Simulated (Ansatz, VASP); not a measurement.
**One calculation of GdRe, two programs**

The input POSCAR:

```
GdRe
1.0
    3.4599047400      0.0000000000      0.0000000000
    0.0000000000      3.4599047400      0.0000000000
    0.0000000000      0.0000000000      3.4599047400
Gd Re
1 1
Direct
    0.0000000000      0.0000000000      0.0000000000
    0.5000000000      0.5000000000      0.5000000000
```

File INCAR.step1:

```
PREC = Accurate
ENCUT = 520
ISMEAR = 0
SIGMA = 0.05
LREAL = False
LASPH = True
NELM = 150
ISPIN = 2
MAGMOM = 7 0
LMAXMIX = 6
NBANDS = 24
GGA = PE
ALGO = Normal
EDIFF = 1E-4
LWAVE = True
LCHARG = False
```

Contents of INCAR.step2:

```
PREC = Accurate
ENCUT = 520
EDIFF = 1E-6
ISMEAR = 0
SIGMA = 0.05
LREAL = False
LASPH = True
NELM = 150
ALGO = Normal
ISIF = 2
LWAVE = False
LCHARG = False
ISPIN = 2
MAGMOM = 7 0
LORBIT = 11
LMAXMIX = 6
METAGGA = R2SCAN
LMIXTAU = True
NBANDS = 24
ISTART = 1
```

Contents of KPOINTS:

```
Automatic mesh
0
Gamma
  10 10 10
```

Input for Ansatz:

```yaml
crystal:
  lattice:
    - [3.45990474, 0.0, 0.0]
    - [0.0, 3.45990474, 0.0]
    - [0.0, 0.0, 3.45990474]
  atoms:
    - { symbol: Gd, position: [0.0, 0.0, 0.0], spin: 7.0 }
    - { symbol: Re, position: [0.5, 0.5, 0.5] }
basis:
  ecutwfc: 500
  ecutrho_ratio: 4
kpoints:
  mp_grid: { grid: [10, 10, 10] }
hamiltonian:
  xc: r2scan
scf:
  occupations: { method: gaussian, width: 0.05 }
output:
  forces: true
  stress: true
  eigenvalues: true
  populations: true
  hubbard: { sites: [{ species: Gd, l: f }] }
  write_density: true
  write_potential: true
  elf: true
  volumetric_format: npy
magnetization:
  spin_polarized: true
```

Alike in both runs: task single point; functional r2SCAN; k mesh 10 × 10 × 10; occupations gaussian, width 0.05 eV; collinear spin.

|  | VASP | Ansatz |
| --- | --- | --- |
| version | VASP 6.6.1 | Ansatz 0.2.0 |
| potentials or method | VASP PAW PBE potentials, release 64 (Gd, Re), cutoff 520 eV | scalar-relativistic, plane waves, PAW |
| valence electrons in the cell | 25 | 33 |

Ansatz gave:

```
gap on the k mesh at the Fermi level (eV)                     : none
pressure (GPa)                                                : 0.3
net moment per atom (μB)                                      : 3.01
size of the moment on the site where the two differ most (μB) : 7.05
```

Question: Estimate VASP's values.

Answer: gap on the k mesh at the Fermi level (eV): none; pressure (GPa): 0.2; net moment per atom (μB): 3.01; size of the moment on the site where the two differ most (μB): 6.83.

VASP's potentials were made for PBE, not for r2SCAN. Site moments also hang on the region over which each program counts them. A gap of «none» marks a metal or a gap that the smearing closes. VASP's potentials hold 25 valence electrons a cell and Ansatz's 33, so a difference there can come from the potentials and not from the codes. Ansatz's warnings: stability check not made.

Neither program's run includes spin-orbit coupling.
